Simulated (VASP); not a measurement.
# Si2W (P1) in VASP: notebook

Si2W is run at these levels: r2SCAN; tasks: single point.

Program: VASP 6.6.1. These are calculated values, not measurements. Logs are shortened: lines on timing, memory, paths and dates and some standing lists are left out, and cuts for length are marked.

### 1 The cell of the first run

The typed cell holds 24 atoms: a = 6.462 Å, b = 6.442 Å, c = 7.932 Å, α = 89.99°, β = 90.05°, γ = 90.03°.

### 2 Single point, r2SCAN

The input, POSCAR:

```
Si2W
1.0
    0.0015536682      6.4615869380     -0.0030846641
   -6.4419557925     -0.0015536682      0.0004639764
   -0.0005638325     -0.0037485396      7.9316809234
Si W
16 8
Direct
    0.2425381323      0.2664369994      0.8376136241
    0.2614427299      0.7397714198      0.8307674116
    0.4967319849      0.5176091115      0.3421906232
    0.7506450527      0.2527501063      0.8601338364
    0.4818383184     -0.0024901302      0.3326321850
    0.7324639230      0.7520161376      0.8313017008
    0.0020705279      0.5186077794      0.3329026815
    1.0189691878      0.9804225799      0.3206450748
    0.2430810402      0.2590133577      0.1682791582
    0.2522189605      0.7481232240      0.1635424113
    0.7485805729      0.2542645202      0.1644678526
    0.4963145423      1.0134620986      0.6692899276
    0.7443592681      0.7573942334      0.1658699304
    0.9696080510      0.5053934739      0.6658643753
    1.0120852766     -0.0114364748      0.6777044906
    0.7947562202      0.2008672866      0.4775587284
    0.5534677614      0.4133767702      0.6353236580
   -0.0029282262      0.5147033785      0.0040894135
    0.9980338250      1.0058107073     -0.0009230100
    0.2447866087      0.7590390326      0.5030771707
    0.4991941581      0.5031518070      1.0133353601
    0.2107837123      0.2502093273      0.4992967997
    0.4902964699      1.0038233018      1.0079765024
    0.7524900048      0.7863632728      0.4982345564
```

The input, INCAR.step1:

```
PREC = Accurate
ENCUT = 520
ISMEAR = 0
SIGMA = 0.1
LREAL = Auto
LASPH = True
NELM = 60
NBANDS = 106
ISYM = 0
GGA = PE
ALGO = Normal
EDIFF = 1E-4
LWAVE = True
LCHARG = False
```

The input, INCAR.step2:

```
PREC = Accurate
ENCUT = 520
EDIFF = 1E-6
ISMEAR = 0
SIGMA = 0.1
LREAL = Auto
LASPH = True
NELM = 60
ALGO = Normal
ISIF = 2
LWAVE = False
LCHARG = False
METAGGA = R2SCAN
LMIXTAU = True
NBANDS = 106
ISYM = 0
ISTART = 1
```

The input, KPOINTS:

```
Automatic mesh
0
Gamma
  2 2 2
  0.5 0.5 0.5
```

Potentials or basis: VASP PAW PBE potentials, release 64 (Si, W_sv).

The run is started by

```sh
> cat potpaw_PBE.64/Si/POTCAR potpaw_PBE.64/W_sv/POTCAR > POTCAR
> cp INCAR.step1 INCAR
> mpirun -np 1 vasp_std > vasp.out
> cp INCAR.step2 INCAR
> mpirun -np 1 vasp_std > vasp.out
```

OUTCAR:

```text
PREC = Accurate
   ENCUT = 520
   EDIFF = 1E-6
   ISMEAR = 0
   LREAL = Auto
   LASPH = True
   NELM = 60
   ISIF = 2
   METAGGA = R2SCAN
   ISYM = 0
   ISTART = 1

 ion  position               nearest neighbor table
   1  0.243  0.266  0.838-  18 2.61   9 2.62  19 2.64  21 2.65  15 2.65  12 2.67  23 2.69  22 2.69
                            14 2.71  17 2.74   2 3.05
   2  0.261  0.740  0.831-  15 2.58  21 2.60  20 2.60  18 2.63  10 2.64  23 2.66  12 2.66  14 2.75
                            19 2.76   6 3.04   1 3.05  17 3.22
   3  0.497  0.518  0.342-  17 2.45  20 2.59  10 2.59  21 2.61  13 2.63  24 2.69   9 2.71  11 2.74
                            22 2.82  16 3.00   5 3.09
   4  0.751  0.253  0.860-  11 2.41  17 2.42  19 2.51  18 2.58  21 2.59  23 2.60  14 2.65  12 2.71
                            15 2.80  16 3.07
   5  0.482  0.998  0.333-  20 2.56  10 2.56  24 2.58  23 2.58   9 2.63  13 2.65  16 2.67  12 2.67
                            22 2.73  11 2.74   8 2.99   3 3.09
   6  0.732  0.752  0.831-  14 2.57  12 2.61  21 2.63  24 2.65  13 2.65  23 2.66  15 2.66  18 2.67
                            19 2.72  17 2.92   2 3.04
   7  0.002  0.519  0.333-  22 2.56  10 2.57  20 2.58  18 2.61  13 2.63   9 2.63  14 2.65  16 2.70
                            24 2.70  11 2.71   8 2.98
   8  0.019  0.980  0.321-  16 2.38  10 2.46  20 2.50  24 2.55  19 2.56  22 2.56  13 2.59   9 2.60
                            11 2.77  15 2.83   7 2.98   5 2.99
   9  0.243  0.259  0.168-  21 2.59   8 2.60  23 2.62   1 2.62   5 2.63   7 2.63  18 2.63  22 2.63
[... 11 lines left out ...]
  15  0.012  0.989  0.678-  16 2.52  20 2.52  22 2.55  19 2.55  24 2.56   2 2.58   1 2.65   6 2.66
                             4 2.80   8 2.83  14 3.13  12 3.13
  16  0.795  0.201  0.478-   8 2.38  17 2.42  15 2.52  11 2.52   5 2.67  24 2.69   7 2.70  14 2.71
                            22 2.71  12 2.74   3 3.00   4 3.07
  17  0.553  0.413  0.635-   4 2.42  16 2.42   3 2.45  12 2.62  22 2.68   1 2.74  14 2.76   6 2.92
                            24 2.93  21 3.07  20 3.17   2 3.22
  18  0.997  0.515  0.004-  10 2.56   4 2.58  13 2.60   7 2.61   1 2.61   2 2.63   9 2.63  11 2.65
                             6 2.67  14 2.69  19 3.16  21 3.22  21 3.25  19 3.28
  19  0.998  0.006  0.999-   4 2.51  15 2.55   8 2.56  11 2.62   1 2.64   9 2.64  13 2.65  10 2.67
                             6 2.72   2 2.76  18 3.16  23 3.18  18 3.28  23 3.28
  20  0.245  0.759  0.503-   8 2.50  15 2.52   5 2.56   7 2.58   3 2.59   2 2.60  12 2.66  10 2.69
                            14 2.74  17 3.17  22 3.17  24 3.19  22 3.29  24 3.29
  21  0.499  0.503  0.013-  10 2.54  11 2.57  13 2.58   9 2.59   4 2.59   2 2.60   3 2.61   6 2.63
                             1 2.65  17 3.07  23 3.22  18 3.22  23 3.23  18 3.25
  22  0.211  0.250  0.499-  15 2.55   7 2.56   8 2.56  14 2.62   9 2.63  17 2.68   1 2.69  16 2.71
                             5 2.73  12 2.75   3 2.82  20 3.17  20 3.29
  23  0.490  0.004  0.008-  10 2.57   5 2.58   4 2.60  13 2.60   9 2.62  11 2.63   2 2.66   6 2.66
                            12 2.69   1 2.69  19 3.18  21 3.22  21 3.23  19 3.28
  24  0.752  0.786  0.498-   8 2.55  15 2.56   5 2.58  12 2.59  13 2.64  14 2.65   6 2.65  16 2.69
                             3 2.69   7 2.70  17 2.93  20 3.19  20 3.29

IMPORTANT INFORMATION: All symmetrisations will be switched off!
NOSYMM: (Re-)initialisation of all symmetry stuff for point group C_1.

----------------------------------------------------------------------------------------

                                     Primitive cell

  volume of cell :     330.1582

  direct lattice vectors                    reciprocal lattice vectors
     0.001553668  6.461586938 -0.003084664    -0.000037320  0.154760788  0.000073138
    -6.441955792 -0.001553668  0.000463976    -0.155232370  0.000037320 -0.000011017
    -0.000563832 -0.003748540  7.931680923     0.000009066  0.000060185  0.126076709

  length of vectors
[... 48 lines left out ...]
   TEBEG  =    0.0;   TEEND  =   0.0 temperature during run
   PSTRESS=    0.0 pullay stress
   NELECT =     176.0000    total number of electrons
   NUPDOWN=      -1.0000    fix difference up-down
   EMIN   =  10.00;   EMAX   =-10.00  energy-range for DOS
   EFERMI =   0.00;   METHOD = LEGACY
   ISMEAR =     0;   SIGMA  =   0.10  broadening in eV -4-tet -1-fermi 0-gaus
   EFERMI_NEDOS =   21; number of points for ismear=-14 and -15
   IALGO  =     38    algorithm
   IMIX   =      4    mixing-type and parameters
     AMIX     =   0.40;   BMIX     =  1.00
     AMIX_MAG =   1.60;   BMIX_MAG =  1.00
  volume/ion in A,a.u.               =      13.76        92.83
  Fermi-wavevector in a.u.,A,eV,Ry     =   1.327410  2.508441 23.973696  1.762017
  Thomas-Fermi vector in A             =   2.456724
   LORBIT       =      0    0 simple, 1 ext, 2 COOP (PROOUT), +10 PAW based schemes
   METAGGA = R2SCAN    functional components
   LHFCALC =     F    Hartree Fock is set to
   AEXX    =    0.0000 exact exchange contribution
   IVDW    =     0    specifies the selected vdW correction
   LEPSILON=     F    determine dielectric tensor
   LRPA    =     F    only Hartree local field effects (RPA)
 non-spin polarized calculation
 Gauss-broadening in eV      SIGMA  =   0.10
  energy-cutoff  :      520.00
  volume of cell :      330.16
 maximum number of plane-waves:      8885
   NGX = 25   NGY = 23   NGZ = 29

 number of electron     176.0000005 magnetization

 Free energy of the ion-electron system (eV)
  ---------------------------------------------------
  ext. energy  EPLUGINS =         0.00000000
  ---------------------------------------------------
  free energy    TOTEN  =      -553.33099987 eV

  energy without entropy =     -553.32995125  energy(sigma->0) =     -553.33047556

 E-fermi :  11.5629     XC(G=0): -13.3809

 val. band max:       11.3703946456   @ k =  -0.2500  -0.2500   0.2500
 cond. band min:      11.7571327478   @ k =  -0.2500  -0.2500   0.2500
 fundamental gap:      0.3867381022
 Fermi energy:        11.5628854269

 k-point     1 :       0.2500    0.2500    0.2500
  band No.  band energies     occupation
      1     -64.2547      2.00000
      2     -64.2054      2.00000
      3     -64.1966      2.00000
      4     -64.1898      2.00000
      5     -64.1464      2.00000
      6     -64.1209      2.00000
[... 401 lines left out ...]
     99      13.9615      0.00000
    100      14.0687      0.00000
 [bands above 100 left out]

------------------------ aborting loop because EDIFF is reached ----------------------------------------

  FORCE on cell =-STRESS in cart. coord.  units (eV):
  Direction    XX          YY          ZZ          XY          YZ          ZX
  --------------------------------------------------------------------------------------
  -------------------------------------------------------------------------------------
  Total        0.6583005      0.6445939      0.1973566     -0.0625586      0.0084534     -0.0061276
  in kB        3.1945724      3.1280576      0.9577235     -0.3035816      0.0410223     -0.0297357
  external PRESSURE =       2.4267845 kB  Pullay stress =       0.0000000 kB

 VOLUME and BASIS-vectors are now :
 -----------------------------------------------------------------------------
  energy-cutoff  :      520.00
  volume of cell :      330.16
      direct lattice vectors                 reciprocal lattice vectors
     0.001553668  6.461586938 -0.003084664    -0.000037320  0.154760788  0.000073138
    -6.441955792 -0.001553668  0.000463976    -0.155232370  0.000037320 -0.000011017
    -0.000563832 -0.003748540  7.931680923     0.000009066  0.000060185  0.126076709

 POSITION                                       TOTAL-FORCE (eV/Angst)
 -----------------------------------------------------------------------------------
     -1.71647      1.56363      6.64306        -0.001062     -0.001450      0.000222
     -4.76564      1.68507      6.58892        -0.008194     -0.005553     -0.009249
     -3.33384      3.20759      2.71285        -0.003893     -0.003040     -0.011252
     -1.62752      4.84674      6.82011         0.002455     -0.003585      0.007525
     -6.42535      3.11064      2.63731        -0.002620      0.000531     -0.006865
     -4.84379      4.72859      6.59171        -0.004492     -0.003022     -0.004087
[... 16 lines left out ...]
     -0.02387      3.16806      0.06176        -0.000894     -0.001540      0.001082
     -5.06483      4.85919      3.94988        -0.021712     -0.003764     -0.004221
 -----------------------------------------------------------------------------------
    total drift:                               -0.000969     -0.000958      0.004338

  FREE ENERGIE OF THE ION-ELECTRON SYSTEM (eV)
  ---------------------------------------------------
  free  energy   TOTEN  =      -553.3309998680 eV

  energy  without entropy=     -553.3299512494  energy(sigma->0) =     -553.33047556
```

It took 13 min on 1 thread of Oxide Virtual Turin-like, shared host; peak memory 0.41 GiB.

What came out:

* Free energy: -553.3310 eV
* Pressure: 0.2 GPa
* Largest force: 0.036 eV/Å
* Band gap on the k mesh: 0.39 eV, direct

Forces in eV/Å, atoms in the order of the input:
```
Si  -0.001 -0.001  0.000
Si  -0.008 -0.006 -0.009
Si  -0.004 -0.003 -0.011
Si   0.002 -0.004  0.008
Si  -0.003  0.001 -0.007
Si  -0.004 -0.003 -0.004
Si  -0.003 -0.011 -0.007
Si  -0.004 -0.002 -0.003
Si   0.002 -0.002  0.006
Si  -0.005 -0.003  0.011
Si   0.002  0.004  0.012
Si   0.005  0.001  0.007
Si  -0.001  0.003  0.012
Si   0.001  0.006  0.003
Si   0.003  0.000  0.002
Si   0.019  0.010 -0.021
W    0.012  0.028  0.003
W   -0.009  0.011 -0.005
W    0.007  0.002 -0.005
W    0.009  0.011  0.011
W    0.005 -0.001  0.011
W   -0.002 -0.034 -0.010
W   -0.001 -0.002  0.001
W   -0.022 -0.004 -0.004
```

Caveat: the PAW data sets were made with another functional, which shifts forces and pressure a little; spin-orbit coupling is left out, which moves the levels of the heavy elements.

### 3 Single point, r2SCAN

This run uses another cell than the first one, of 14.35 Å³/atom, 1.043 times its volume.

The input, POSCAR:

```
Si2W
1.0
    0.1192332662      6.4888615138      0.1171258407
   -6.5643770757     -0.1192332662      0.1259993001
   -0.1531166286      0.1423334402      8.0955006272
W Si
8 16
Direct
    0.3061038384      0.2509983650      0.8410683328
    0.2749081808      0.7674326007      0.8427484289
    0.5556005412      0.9392696607      0.3235908232
    0.7695653631      0.7979999095      0.8370207723
    0.0307749105      0.5379797691      0.3505241169
   -0.0531859487      0.4362742444     -0.0162757507
    0.2180450637      0.1958322119      0.4609611110
    0.6532118671      0.3127320102      0.5114583449
    0.4507260862      0.5425627841      0.3304931060
    0.7200757226      0.2105309681      0.8188946884
    0.9696654590      0.9597299056      0.3178748239
    0.2387692715      0.2844439546      0.1567234075
    0.2421256064      0.7626172224      0.1484340698
    0.4917540373      0.5457271047      0.6910539716
    0.7405230481      0.2757131398      0.2182000680
    0.5186667930      0.9801768147      0.6395557787
    0.7810330785      0.7323046305      0.1433258493
    0.0012828598      0.4315465994      0.6678114035
    0.0390883340      0.0058137611      0.6875681809
    0.0133653312      0.0289041678      0.9981144217
    0.2430126604      0.7917226771      0.5060824516
    0.5352713871      0.4938038858     -0.0017080690
    0.5081029469      0.9875268969      0.0099833907
    0.7652765933      0.7122587705      0.5183072210
```

The input, INCAR.step1:

```
SYSTEM = Si2W
PREC = Accurate ; ENCUT = 520
ISMEAR = 0 ; SIGMA = 0.1
LREAL = Auto ; LASPH = .TRUE.
NELM = 60 ; ISYM = 0
NBANDS = 106 ; GGA = PE
ALGO = Normal ; EDIFF = 1E-4
LWAVE = .TRUE. ; LCHARG = .FALSE.
```

The input, INCAR.step2:

```
SYSTEM = Si2W
PREC = Accurate ; ENCUT = 520
EDIFF = 1E-6 ; ISMEAR = 0
SIGMA = 0.1 ; LREAL = Auto
LASPH = .TRUE. ; NELM = 60
ALGO = Normal ; ISIF = 2
LWAVE = .FALSE. ; LCHARG = .FALSE.
METAGGA = R2SCAN ; LMIXTAU = .TRUE.
ISYM = 0 ; NBANDS = 106
ISTART = 1
```

KPOINTS is that of step 2.

Potentials or basis: VASP PAW PBE potentials, release 64 (W_sv, Si).

The run is started by

```sh
> cat potpaw_PBE.64/W_sv/POTCAR potpaw_PBE.64/Si/POTCAR > POTCAR
> cp INCAR.step1 INCAR
> mpirun -np 1 vasp_std > vasp.out
> cp INCAR.step2 INCAR
> mpirun -np 1 vasp_std > vasp.out
```

Wall time 13 min (1 thread of Oxide Virtual Turin-like, shared host); peak memory 0.41 GiB.

Results (log left out):

```
Free energy            : -547.4742 eV
Pressure               : 0.2 GPa
Largest force          : 0.042 eV/Å
Band gap on the k mesh : 0.04 eV, indirect (least direct gap 0.15 eV)
```

Forces in eV/Å, atoms in the order of the input:
```
W    0.000  0.007  0.019
W    0.005  0.012 -0.002
W    0.020  0.015 -0.010
W   -0.016  0.004 -0.009
W   -0.032  0.011  0.011
W    0.018 -0.019 -0.001
W    0.025 -0.034 -0.003
W   -0.024 -0.004  0.006
Si  -0.008  0.002 -0.014
Si   0.010 -0.007  0.005
Si   0.002 -0.006 -0.024
Si   0.007  0.005 -0.006
Si  -0.006  0.005 -0.005
Si  -0.012  0.003  0.000
Si  -0.001 -0.010 -0.013
Si   0.003  0.005  0.002
Si  -0.009 -0.005  0.002
Si   0.001 -0.013  0.005
Si   0.006  0.007 -0.003
Si   0.002  0.003  0.017
Si   0.002  0.001  0.012
Si   0.013  0.006  0.014
Si  -0.009  0.008 -0.004
Si   0.003  0.004  0.002
```

Stress tensor (GPa, compression positive):
```
 0.19  0.05 -0.03
 0.05  0.27  0.01
-0.03  0.01  0.10
```

Levels at points of the mesh, in eV from the valence-band top:
```
           k point  band 85  band 86  band 87  band 88  band 89  band 90  band 91  band 92
(0.25, 0.25, 0.25)    -0.80    -0.66    -0.41     0.00     0.15     0.37     0.57     0.80
```

Caveat: the PAW data sets were made with another functional, which shifts forces and pressure a little; spin-orbit coupling is left out, which moves the levels of the heavy elements. A k mesh can miss the band edges.

### 4 Single point, r2SCAN

This run uses another cell than the first one, of 14.52 Å³/atom, 1.056 times its volume.

The input, POSCAR:

```
Si2W
1.0
   -0.0968781238      7.2017347002      0.0633028948
   -6.2505941829      0.0968781238      0.1292566322
   -0.1570749975      0.0769268228      7.7481186790
Si W
16 8
Direct
    0.2616752507      0.2896864407      0.8608838757
    0.5021512291      0.5552262148      0.3380697078
    0.7342889363      0.2894949397      0.8349917220
    0.4965833724     -0.0207262034      0.3370198755
    0.7798402807      0.7380708525      0.8230080705
   -0.0181201213      0.5239454657      0.3415945844
    0.9697090895     -0.0333414347      0.3057584220
    0.2321241800      0.2095836981      0.1696540698
    0.5104673849      0.5586082847      0.6673595377
    0.7397870388      0.2563340216      0.1683429237
    0.4990614198     -0.0264221510      0.6783512427
    0.7471742080      0.7596724247      0.1594159409
    0.0074778984     -0.0216248268      0.6548903663
    0.2004912921      0.6989609429      0.5095429520
    0.3395502409      0.2694922226      0.5162083294
    0.7678700378      0.1928593969      0.4770947130
    0.2325800658      0.7253638567      0.8273493140
    0.2424879103      0.7977696448      0.1923743735
    1.0107571597      0.3791832715      0.6486489660
   -0.0119369437      0.4972661227      0.0282245778
    0.9708972906      0.0163489167     -0.0264357906
    0.5206189638      0.5276896183      0.0081936983
    0.5202300308      1.0349838389      0.9944517992
    0.7460733443      0.7752154459      0.5014617494
```

The input, INCAR.step1:

```
SYSTEM = Si2W
  ALGO = Normal
  EDIFF = 1E-4
  ENCUT = 520
  GGA = PE
  ISMEAR = 0
  ISYM = 0
  LASPH = .TRUE.
  LCHARG = .FALSE.
  LREAL = Auto
  LWAVE = .TRUE.
  NBANDS = 106
  NELM = 80
  PREC = Accurate
  SIGMA = 0.1
```

The input, INCAR.step2:

```
SYSTEM = Si2W
  ALGO = Normal
  EDIFF = 1E-6
  ENCUT = 520
  ISIF = 2
  ISMEAR = 0
  ISTART = 1
  ISYM = 0
  LASPH = .TRUE.
  LCHARG = .TRUE.
  LELF = .TRUE.
  LMIXTAU = .TRUE.
  LREAL = Auto
  LVHAR = .TRUE.
  LWAVE = .FALSE.
  METAGGA = R2SCAN
  NBANDS = 106
  NELM = 80
  PREC = Accurate
  SIGMA = 0.1
```

KPOINTS is that of step 3.

Potentials or basis: VASP PAW PBE potentials, release 64 (Si, W_sv).

The run is started by

```sh
> cat potpaw_PBE.64/Si/POTCAR potpaw_PBE.64/W_sv/POTCAR > POTCAR
> cp INCAR.step1 INCAR
> mpirun -np 1 vasp_std > vasp.out
> cp INCAR.step2 INCAR
> mpirun -np 1 vasp_std > vasp.out
```

It took 18 min on 1 thread of Oxide Virtual Turin-like, shared host; peak memory 0.44 GiB.

It converged, with:

```yaml
Free_energy: -547.3735 eV
Pressure: 0.2 GPa
Largest_force: 0.052 eV/Å
Band_gap_on_the_k_mesh: zero (band 88 reaches 10.63 eV, above the bottom of band 89 at 10.56 eV)
```

Forces in eV/Å, atoms in the order of the input:
```
Si   0.006  0.002  0.001
Si   0.005 -0.003  0.007
Si  -0.004 -0.011 -0.008
Si  -0.005 -0.010  0.008
Si  -0.010 -0.003  0.001
Si  -0.005  0.005  0.005
Si  -0.020 -0.018  0.003
Si  -0.007  0.009  0.023
Si   0.009  0.001 -0.015
Si   0.007  0.005  0.020
Si  -0.010 -0.003 -0.009
Si   0.002  0.009  0.005
Si   0.008  0.006 -0.003
Si  -0.009 -0.015 -0.007
Si   0.012  0.014 -0.006
Si   0.004  0.010 -0.038
W   -0.014  0.030 -0.040
W    0.005  0.012  0.044
W    0.025  0.007 -0.032
W    0.010 -0.026  0.037
W    0.008 -0.015 -0.003
W    0.013  0.008  0.007
W   -0.026  0.002 -0.007
W   -0.003 -0.016  0.006
```

Stress tensor (GPa, compression positive):
```
 0.29 -0.04  0.00
-0.04  0.24 -0.01
 0.00 -0.01  0.12
```

Levels at points of the mesh, in eV from the Fermi level:
| k point | band 85 | band 86 | band 87 | band 88 | band 89 | band 90 | band 91 | band 92 |
| --- | --- | --- | --- | --- | --- | --- | --- | --- |
| (0.25, 0.25, 0.25) | -0.61 | -0.49 | -0.37 | -0.20 | -0.05 | 0.40 | 0.62 | 0.89 |

Caveat: the k points lie up to 0.50 Å⁻¹ apart; the PAW data sets were made with another functional, which shifts forces and pressure a little; spin-orbit coupling is left out, which moves the levels of the heavy elements.

### 5 Summary

```tsv
potentials or basis	cell	gap on the mesh (eV)	pressure (GPa)	largest force (eV/Å)
VASP PAW PBE potentials, release 64 (Si, W_sv)	a = 6.462, b = 6.442, c = 7.932 Å, angles 90.0, 90.1, 90.0°, 24 atoms	0.39	0.2	0.04
VASP PAW PBE potentials, release 64 (W_sv, Si)	a = 6.491, b = 6.567, c = 8.098 Å, angles 87.8, 88.0, 92.1°, 24 atoms	0.04	0.2	0.04
VASP PAW PBE potentials, release 64 (Si, W_sv)	a = 7.203, b = 6.253, c = 7.750 Å, angles 87.6, 88.9, 88.3°, 24 atoms	none	0.2	0.05
```

Alike in all rows: task single point; level r2SCAN; no spin polarisation; k mesh 2 × 2 × 2, shifted; cutoff (eV) 520; smearing gaussian 0.1 eV.

Caveats: some runs use coarse meshes; the PAW data sets were made with another functional, which shifts forces and pressure a little; spin-orbit coupling is left out, which moves the levels of the heavy elements.

Total energies depend on the potentials used, so only differences within one code and one set of settings carry meaning.
